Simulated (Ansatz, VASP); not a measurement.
Pb: VASP beside Ansatz

INCAR

```
PREC     = Accurate       # precision mode
ENCUT    = 500            # plane-wave cutoff, eV
EDIFF    = 1E-6           # SCF threshold, eV
ISMEAR   = 0              # smearing method
SIGMA    = 0.026          # smearing width, eV
LREAL    = F              # projectors in reciprocal space
LASPH    = T              # aspherical terms in the spheres
NELM     = 120            # most SCF steps
ALGO     = Normal         # electronic algorithm
ISIF     = 2              # what is computed and relaxed
LWAVE    = F              # write WAVECAR
LCHARG   = T              # write CHGCAR
GGA      = PE             # functional
LELF     = T              # ELF
LVHAR    = T            
NBANDS   = 21             # bands
GGA_COMPAT= F
```

The input KPOINTS:

```
regular mesh
0
Gamma
  6 6 4
```

Contents of POSCAR:

```
Pb
1.0
    3.4715901269      0.0000000000      0.0000000000
   -1.7357950634      3.0064852414      0.0000000000
    0.0000000000      0.0000000000      5.9973895700
Pb
2
Direct
    0.3333333333      0.6666666667      0.2500000000
    0.6666666667      0.3333333333      0.7500000000
```

Input for Ansatz:

```yaml
crystal:
  lattice:
    - [3.4715901269, 0.0, 0.0]
    - [-1.7357950634, 3.0064852414, 0.0]
    - [0.0, 0.0, 5.99738957]
  atoms:
    - { symbol: Pb, position: [0.3333333333, 0.6666666667, 0.25] }
    - { symbol: Pb, position: [0.6666666667, 0.3333333333, 0.75] }
basis:
  ecutwfc: 420
kpoints:
  mp_grid: { grid: [6, 6, 4] }
hamiltonian:
  xc: pbe
scf:
  occupations: { method: gaussian, width: 0.026 }
  max_iter: 80
  convergence: { dr2_threshold: "1e-11 eV" }
output:
  forces: true
  stress: true
  eigenvalues: true
```

Alike in both runs: task single point; functional PBE; k mesh 6 × 6 × 4; occupations gaussian, width 0.026 eV; no spin polarisation.

```csv
,VASP,Ansatz
version,VASP 6.6.1,Ansatz 0.2.0
potentials or method,"VASP PAW PBE potentials, release 64 (Pb_d), cutoff 500 eV","scalar-relativistic, plane waves, PAW"
valence electrons in the cell,28,28
```

VASP gave:

* gap on the k mesh at the Fermi level (eV): none
* pressure (GPa): 1.3
* traceless stress, the component that is largest in VASP (GPa): -0.80

Question: Which values does Ansatz return?

Answer: gap on the k mesh at the Fermi level (eV): none; pressure (GPa): 1.4; traceless stress, the component that is largest in VASP (GPa): -0.84.

A gap of «none» marks a metal or a gap that the smearing closes.

Neither program's run includes spin-orbit coupling.
